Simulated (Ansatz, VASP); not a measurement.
# One calculation of Be4ZnSe, two programs

```
CELL_PARAMETERS angstrom
4.72704 0.00000 0.00000
-2.36352 4.09373 0.00000
0.00000 0.00000 7.55090
ATOMIC_POSITIONS crystal
Be 0.50000 0.50000 0.77151
Be 0.50000 0.00000 0.77151
Be 0.00000 0.50000 0.77151
Be 0.50000 0.00000 0.22849
Be 0.50000 0.50000 0.22849
Be 0.00000 0.50000 0.22849
Be 0.33333 0.66667 0.00000
Be 0.66667 0.33333 0.00000
Zn 0.33333 0.66667 0.50000
Zn 0.66667 0.33333 0.50000
Se 0.00000 0.00000 0.00000
Se 0.00000 0.00000 0.50000
```

Alike in both runs: functional PBE; k mesh 4 × 4 × 3; occupations gaussian, width 0.2 eV; no spin polarisation.

Ansatz relaxed the structure, and its values are those at the end. VASP's run is a single point on that final structure, the one shown.

```csv
,VASP,Ansatz
version,VASP 6.6.1,Ansatz 0.2.0
potentials or method,"VASP PAW PBE potentials, release 64 (Be, Zn, Se), cutoff 600 eV","scalar-relativistic, plane waves, PAW"
valence electrons in the cell,52,72
```

|  | VASP | Ansatz | Ansatz less VASP |
| --- | --- | --- | --- |
| gap on the k mesh at the Fermi level (eV) | none | none | - |
| pressure (GPa) | 0.3 | 0.1 | -0.15 |
| rms of the force components (eV/Å) | 0.003 | 0.004 | +0.0011 |

A gap of «none» marks a metal or a gap that the smearing closes. The functional is the same, so the differences come from potentials, cutoffs and numerics. VASP's potentials hold 52 valence electrons a cell and Ansatz's 72, so a difference there can come from the potentials and not from the codes.

The k mesh is coarse, so the values compare programs but aren't converged.
